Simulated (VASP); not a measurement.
Ba:

```xyz
1
Lattice="0.0000 3.1498 3.1498 3.1498 0.0000 3.1498 3.1498 3.1498 0.0000" Properties=species:S:1:pos:R:3 pbc="T T T"
Ba    0.0000    0.0000    0.0000
```

```yaml
Program: VASP 6.6.1
Task: relaxation of cell and atoms
Functional: revPBE
Potentials_or_basis: VASP PAW PBE potentials, release 64 (Ba_sv)
Cutoff: 600 eV
k_mesh: 9 × 9 × 9
Occupations: fermi-dirac, width 0.1 eV
Spin: no spin polarisation
```

At the start: pressure 0.8 GPa; volume 62.50 Å³/atom.

Q: How do energy, volume and symmetry change on relaxing?

A: Over 4 steps the energy falls by 14.4 meV/atom and the volume is 68.62 Å³/atom (+9.8 %); space group Fm-3m (No. 225, to 0.05 Å).

The path:
```csv
step,energy change (eV),largest force (eV/Å),pressure (GPa),volume (Å³)
1,0.0000,0.0000,0.81,62.50
2,-0.0107,0.0000,0.39,65.40
3,-0.0140,0.0000,-0.12,69.68
4,-0.0144,0.0000,-0.01,68.62
```

Final structure:
```yaml
crystal:
  lattice:
    - [0.00000, 3.24939, 3.24939]
    - [3.24939, 0.00000, 3.24939]
    - [3.24939, 3.24939, 0.00000]
  atoms:
    - { symbol: Ba, position: [0.00000, 0.00000, 0.00000] }
```

Caveat: the PAW data sets were made with another functional, which shifts forces and pressure a little.
